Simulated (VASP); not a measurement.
Wanted: the native input for a VASP 6.6.1 run.

```
Task                   : single point
Functional             : RPBE
Potentials or basis    : VASP PAW PBE potentials, release 64 (Be)
Cutoff                 : 520 eV
k mesh                 : 11 × 11 × 16
Occupations            : fermi-dirac, width 0.1 eV
Spin                   : no spin polarisation
Dipole correction      : no
Further INCAR settings : ALGO = Normal; EDIFF = 1e-06; NBANDS = 10
```

The structure of Be lies in POSCAR:

```
Be
1.0
    3.5992973692      0.0000000000      0.0000000000
   -1.7996486846      3.1170829576      0.0000000000
    0.0000000000      0.0000000000      2.2164995595
Be
3
Direct
    0.0000000000      0.0000000000      0.0000000000
    0.3333333333      0.6666666667      0.5000000000
    0.6666666667      0.3333333333      0.5000000000
```

These files were run (other wordings do the same):

INCAR

```
SYSTEM = Be
PREC = Accurate
ENCUT = 520
EDIFF = 1E-6
ISMEAR = -1
SIGMA = 0.1
LREAL = .False.
LASPH = .True.
NELM = 80
ALGO = Normal
ISIF = 2
LWAVE = .False.
LCHARG = .True.
GGA = RP
LELF = .True.
LVHAR = .True.
NBANDS = 10
```

KPOINTS

```
Automatic mesh
0
Gamma
  11 11 16
  0 0 0
```

Potentials or basis: VASP PAW PBE potentials, release 64 (Be).

Run with:

```console
$ cat potpaw_PBE.64/Be/POTCAR > POTCAR
$ mpirun -np 1 vasp_std > vasp.out
```

Results of the run:

```
Pressure               : 0.1 GPa
Band gap on the k mesh : zero (band 3 reaches 11.06 eV, above the bottom of band 4 at 6.40 eV)
```

Caveat: the PAW data sets were made with another functional, which shifts forces and pressure a little.

Run time: 13 s on 1 thread of Intel(R) Xeon(R) 6975P-C (Granite Rapids), on a shared host, peak memory 0.15 GiB.
